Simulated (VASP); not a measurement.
Wanted: the native input for a VASP 6.6.1 run.

```yaml
Task: single point
Functional: PBE
Potentials_or_basis: VASP PAW PBE potentials, release 64 (Sn_d, Bi_d, F)
Cutoff: 520 eV
k_mesh: 8 × 8 × 8
Occupations: gaussian, width 0.1 eV
Spin: no spin polarisation
Dipole_correction: no
Further_INCAR_settings: ALGO = Normal; EDIFF = 1e-07; NBANDS = 33
```

The structure of SnBiF3 lies in POSCAR:

```
SnBiF3
1.0
    4.6686452365      0.0000000000      0.0000000000
    0.0000000000      4.6686452365      0.0000000000
    0.0000000000      0.0000000000      4.6686452365
Sn Bi F
1 1 3
Direct
    0.0000000000      0.0000000000      0.0000000000
    0.5000000000      0.5000000000      0.5000000000
    0.5000000000      0.0000000000      0.0000000000
    0.0000000000      0.5000000000      0.0000000000
    0.0000000000      0.0000000000      0.5000000000
```

The input as run:

INCAR

```
PREC     = Accurate       # precision mode
ENCUT    = 520            # plane-wave cutoff, eV
EDIFF    = 1E-7           # SCF threshold, eV
ISMEAR   = 0              # smearing method
SIGMA    = 0.1            # smearing width, eV
LREAL    = F              # projectors in reciprocal space
LASPH    = T              # aspherical terms in the spheres
NELM     = 60             # most SCF steps
ALGO     = Normal         # electronic algorithm
ISIF     = 2              # what is computed and relaxed
LWAVE    = F              # write WAVECAR
LCHARG   = F              # write CHGCAR
GGA      = PE             # functional
NBANDS   = 33             # bands
```

KPOINTS

```
regular mesh
0
Gamma
  8 8 8
```

Potentials or basis: VASP PAW PBE potentials, release 64 (Sn_d, Bi_d, F).

Run with:

```sh
$ cat potpaw_PBE.64/Sn_d/POTCAR potpaw_PBE.64/Bi_d/POTCAR potpaw_PBE.64/F/POTCAR > POTCAR
$ mpirun -np 1 vasp_std > vasp.out
```

It gave:

```
Pressure               : -0.2 GPa
Band gap on the k mesh : zero (band 25 reaches 5.04 eV, above the bottom of band 26 at 3.80 eV)
```

Caveat: spin-orbit coupling is left out, which moves the levels of the heavy elements.

Run time: 95 s on 1 thread of Intel(R) Xeon(R) 6975P-C (Granite Rapids) (shared host), peak memory 0.25 GiB.
